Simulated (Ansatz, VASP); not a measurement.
# One calculation of Hf3TiO3, two programs

INCAR

```
SYSTEM = Hf3TiO3
PREC = Accurate
ENCUT = 520
EDIFF = 1E-6
ISMEAR = 0
SIGMA = 0.1
LREAL = .FALSE.
LASPH = .TRUE.
NELM = 150
ALGO = Normal
ISIF = 2
LWAVE = .FALSE.
LCHARG = .FALSE.
LMAXMIX = 4
LDAU = .TRUE.
LDAUTYPE = 2
LDAUL = -1 2 -1
LDAUU = 0 4 0
LDAUJ = 0 0 0
LDAUPRINT = 1
GGA = PE
NBANDS = 39
```

Contents of KPOINTS:

```
regular mesh
0
G
  8 8 6
  0 0 0
```

Contents of POSCAR:

```
Hf3TiO3
1.0
    4.2725636786      0.0000000000      0.0000000000
    0.0000000000      4.2725636786      0.0000000000
    0.0000000000      0.0000000000      5.1656630361
Hf Ti O
3 1 3
Direct
    0.5000000000      0.0000000000      0.4054100723
    0.0000000000      0.5000000000      0.4054100723
    0.5000000000      0.5000000000      0.9520244785
    0.0000000000      0.0000000000      0.9432709348
    0.0000000000      0.0000000000      0.5322732505
    0.5000000000      0.0000000000      0.8364876458
    0.0000000000      0.5000000000      0.8364876458
```

Input for Ansatz:

```yaml
crystal:
  lattice:
    - [4.2725636786, 0.0, 0.0]
    - [0.0, 4.2725636786, 0.0]
    - [0.0, 0.0, 5.1656630361]
  atoms:
    - { symbol: Hf, position: [0.5, 0.0, 0.4054100723] }
    - { symbol: Hf, position: [0.0, 0.5, 0.4054100723] }
    - { symbol: Hf, position: [0.5, 0.5, 0.9520244785] }
    - { symbol: Ti, position: [0.0, 0.0, 0.9432709348] }
    - { symbol: O, position: [0.0, 0.0, 0.5322732505] }
    - { symbol: O, position: [0.5, 0.0, 0.8364876458] }
    - { symbol: O, position: [0.0, 0.5, 0.8364876458] }
basis:
  ecutwfc: 420
kpoints:
  mp_grid: { grid: [8, 8, 6] }
  band_path:
    path:
      - [[0.0, 0.0, 0.0], [0.0, 0.5, 0.0], [0.5, 0.5, 0.0], [0.0, 0.0, 0.0], [0.0, 0.0, 0.5], [0.0, 0.5, 0.5], [0.5, 0.5, 0.5], [0.0, 0.0, 0.5]]
      - [[0.0, 0.5, 0.0], [0.0, 0.5, 0.5]]
      - [[0.5, 0.5, 0.0], [0.5, 0.5, 0.5]]
    npoints: 14
hamiltonian:
  xc: pbe
  hubbard: { sites: [{ species: Ti, l: d, u_eff: 4.0 }] }
scf:
  occupations: { method: gaussian, width: 0.1 }
  n_extra_bands: 17
output:
  forces: true
  stress: true
  eigenvalues: true
  populations: true
  dos: { projected: true, de: 0.02, nscf_kmesh: { grid: [10, 10, 8] } }
  bader: true
  write_density: true
  write_potential: true
  elf: true
  volumetric_format: npy
```

Alike in both runs: task single point; functional PBE; k mesh 8 × 8 × 6; occupations gaussian, width 0.1 eV; no spin polarisation; Hubbard terms Ti d U = 4.0 eV.

```csv
,VASP,Ansatz
version,VASP 6.6.1,Ansatz 0.2.0
potentials or method,"VASP PAW PBE potentials, release 64 (Hf_pv, Ti_sv, O), cutoff 520 eV","scalar-relativistic, plane waves, PAW"
valence electrons in the cell,60,108
```

```csv
,VASP,Ansatz,Ansatz less VASP
gap on the k mesh at the Fermi level (eV),none,none,-
pressure (GPa),0.6,1.2,+0.58
"traceless stress, the component that is largest in VASP (GPa)",0.42,0.20,-0.220
rms of the force components (eV/Å),0.126,0.133,+0.0069
```

The programs project onto different local orbitals, so the same U acts differently, and such runs can settle in different states. Atom by atom the forces differ by 0.021 eV/Å (rms over components). A gap of «none» marks a metal or a gap that the smearing closes. VASP's potentials hold 60 valence electrons a cell and Ansatz's 108, so a difference there can come from the potentials and not from the codes. Ansatz's warnings: filled band counts differ across k points.

Spin-orbit coupling is off throughout.
